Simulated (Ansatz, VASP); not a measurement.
## NbRh3Cl in VASP and in Ansatz

File INCAR:

```
PREC     = Accurate       # precision mode
ENCUT    = 520            # plane-wave cutoff, eV
EDIFF    = 1E-6           # SCF threshold, eV
ISMEAR   = 0              # smearing method
SIGMA    = 0.1            # smearing width, eV
LREAL    = False          # projectors in reciprocal space
LASPH    = True           # aspherical terms in the spheres
NELM     = 150            # most SCF steps
ALGO     = Normal         # electronic algorithm
ISIF     = 2              # what is computed and relaxed
LWAVE    = False          # write WAVECAR
LCHARG   = False          # write CHGCAR
ISPIN    = 2              # spin polarisation
MAGMOM   = 0 -1 1 1 0     # initial moments
LORBIT   = 11             # projections on sites
LMAXMIX  = 4              # l up to which the mixer works
GGA      = PE             # functional
NBANDS   = 44             # bands
```

File KPOINTS:

```
regular mesh
0
Gamma
  4 4 4
```

File POSCAR:

```
NbRh3Cl
1.0
    4.2916173800      0.0000000000      0.0000000000
    0.0000000000      4.2916173800      0.0000000000
    0.0000000000      0.0000000000      4.2916173800
Nb Rh Cl
1 3 1
Direct
    0.5000000000      0.5000000000      0.5000000000
    0.0000000000      0.0000000000      0.5000000000
    0.5000000000      0.0000000000      0.0000000000
    0.0000000000      0.5000000000      0.0000000000
    0.0000000000      0.0000000000      0.0000000000
```

Input for Ansatz:

```yaml
crystal:
  lattice:
    - [4.29161738, 0.0, 0.0]
    - [0.0, 4.29161738, 0.0]
    - [0.0, 0.0, 4.29161738]
  atoms:
    - { symbol: Nb, position: [0.5, 0.5, 0.5] }
    - { symbol: Rh, position: [0.0, 0.0, 0.5], spin: -1.0 }
    - { symbol: Rh, position: [0.5, 0.0, 0.0], spin: 1.0 }
    - { symbol: Rh, position: [0.0, 0.5, 0.0], spin: 1.0 }
    - { symbol: Cl, position: [0.0, 0.0, 0.0] }
basis:
  ecutwfc: 420
kpoints:
  mp_grid: { grid: [4, 4, 4] }
hamiltonian:
  xc: pbe
scf:
  occupations: { method: gaussian, width: 0.1 }
  lower_state_search: "off"
output:
  forces: true
  stress: true
  eigenvalues: true
  populations: true
magnetization:
  spin_polarized: true
```

Change from the starting cell: species swapped into the RbAuCl3 type (Pm-3m, No. 221).

Alike in both runs: task single point; functional PBE; k mesh 4 × 4 × 4; occupations gaussian, width 0.1 eV; collinear spin.

|  | VASP | Ansatz |
| --- | --- | --- |
| version | VASP 6.6.1 | Ansatz 0.2.0 |
| potentials or method | VASP PAW PBE potentials, release 64 (Nb_sv, Rh_pv, Cl), cutoff 520 eV | scalar-relativistic, plane waves, PAW |
| valence electrons in the cell | 65 | 71 |

|  | VASP | Ansatz | Ansatz less VASP |
| --- | --- | --- | --- |
| gap on the k mesh at the Fermi level (eV) | none | none | - |
| pressure (GPa) | 11.4 | 11.6 | +0.12 |
| net moment per atom (μB) | 0.00 | 0.00 | -0.001 |

A gap of «none» marks a metal or a gap that the smearing closes. VASP's potentials hold 65 valence electrons a cell and Ansatz's 71, so a difference there can come from the potentials and not from the codes. Ansatz's warnings: seeded moment not kept.

The k mesh is coarse, so the values compare programs but aren't converged.
